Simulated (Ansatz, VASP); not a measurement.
Al2Cu: VASP beside Ansatz

The input INCAR:

```
  ALGO = Normal
  EDIFF = 1E-6
  EDIFFG = -0.01
  ENCUT = 600
  GGA = PE
  IBRION = 2
  ISIF = 3
  ISMEAR = -1
  LASPH = True
  LCHARG = False
  LREAL = False
  LWAVE = False
  NELM = 60
  NSW = 60
  PREC = Accurate
  SIGMA = 0.05
```

Contents of KPOINTS:

```
k-points
0
Gamma
  7 7 7
```

POSCAR

```
Al2Cu
1.0
   -3.0335000000      3.0335000000      2.4385000000
    3.0335000000     -3.0335000000      2.4385000000
    3.0335000000      3.0335000000     -2.4385000000
Cu Al
2 4
Direct
    0.2500000000      0.2500000000      0.0000000000
    0.7500000000      0.7500000000      0.0000000000
    0.3419000000      0.1581000000      0.5000000000
    0.8419000000      0.3419000000      0.1838000000
    0.6581000000      0.8419000000      0.5000000000
    0.1581000000      0.6581000000      0.8162000000
```

The input input.yaml:

```yaml
crystal:
  lattice:
    - [-3.0335, 3.0335, 2.4385]
    - [3.0335, -3.0335, 2.4385]
    - [3.0335, 3.0335, -2.4385]
  atoms:
    - { symbol: Cu, position: [0.25, 0.25, 0.0] }
    - { symbol: Cu, position: [0.75, 0.75, 0.0] }
    - { symbol: Al, position: [0.3419, 0.1581, 0.5] }
    - { symbol: Al, position: [0.8419, 0.3419, 0.1838] }
    - { symbol: Al, position: [0.6581, 0.8419, 0.5] }
    - { symbol: Al, position: [0.1581, 0.6581, 0.8162] }
hamiltonian:
  xc: pbe
  pseudopotentials: { kind: paw }
kpoints:
  mp_grid: { grid: [7, 7, 7] }
scf:
  occupations: { method: fermi_dirac, width: 0.05 }
output:
  forces: true
  stress: true
  eigenvalues: true
relax:
  f_tol: 0.01
  max_steps: 40
  cell: { stress_tol: 0.05 }
```

Alike in both runs: task relaxation of cell and atoms; functional PBE; k mesh 7 × 7 × 7; occupations fermi-dirac, width 0.05 eV; no spin polarisation.

|  | VASP | Ansatz |
| --- | --- | --- |
| version | VASP 6.6.1 | Ansatz 0.2.0 |
| potentials or method | VASP PAW PBE potentials, release 64 (Cu, Al) | Ansatz PAW |
| plane-wave cutoff (eV) | 600 | 420 |
| valence electrons in the cell | 34 | 50 |

```csv
,VASP,Ansatz,Ansatz less VASP
"gap on the k mesh at the Fermi level, each at its own relaxed structure (eV)",none,none,-
relaxed volume (Å³/atom),14.94,14.92,-0.023
relaxed length of the cell vector where the two differ most in proportion (Å),4.931,4.929,-0.0024
```

A gap of «none» marks a metal or a gap that the smearing closes. VASP's potentials hold 34 valence electrons a cell and Ansatz's 50, so a difference there can come from the potentials and not from the codes.

Noted on Ansatz's run: the plane-wave basis is chosen anew once the cell has moved, so the energies of steps on either side of that aren't comparable.
